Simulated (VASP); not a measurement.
Wanted: the native input for a VASP 6.6.1 run.

| Property | Result |
| --- | --- |
| Task | single point |
| Functional | PBE |
| Potentials or basis | VASP PAW PBE potentials, release 64 (Ba_sv) |
| Cutoff | 520 eV |
| k mesh | 16 × 16 × 16 |
| Occupations | gaussian, width 0.15 eV |
| Spin | no spin polarisation |
| Dipole correction | no |
| Further INCAR settings | ALGO = Fast; EDIFF = 1e-06; NBANDS = 11 |

The structure of Ba lies in POSCAR:

```
Ba
1.0
   -2.5342508315      2.5342508315      2.4328807982
    2.5342508315     -2.5342508315      2.4328807982
    2.5342508315      2.5342508315     -2.4328807982
Ba
1
Direct
    0.0000000000      0.0000000000      0.0000000000
```

This cell differs from its parent crystal: ratio of the length along z to the lengths across it x 0.96, volume and fractional coordinates fixed.

These files were run (other wordings do the same):

INCAR

```
ALGO = Fast
EDIFF = 1E-6
ENCUT = 520
GGA = PE
ISIF = 2
ISMEAR = 0
LASPH = T
LCHARG = F
LREAL = F
LWAVE = F
NBANDS = 11
NELM = 80
PREC = Accurate
SIGMA = 0.15
```

KPOINTS

```
k-points
0
Gamma
  16 16 16
```

Potentials or basis: VASP PAW PBE potentials, release 64 (Ba_sv).

Command:

```console
$ cat potpaw_PBE.64/Ba_sv/POTCAR > POTCAR
$ mpirun -np 1 vasp_std > vasp.out
```

It gave:

```
Pressure               : 0.2 GPa
Band gap on the k mesh : zero (band 5 reaches 2.16 eV, above the bottom of band 6 at 1.15 eV)
```

Caveat: spin-orbit coupling is left out, which moves the levels of the heavy elements.

It took 3.3 min on 1 thread of Oxide Virtual Turin-like Processor (shared host), peak memory 0.33 GiB.
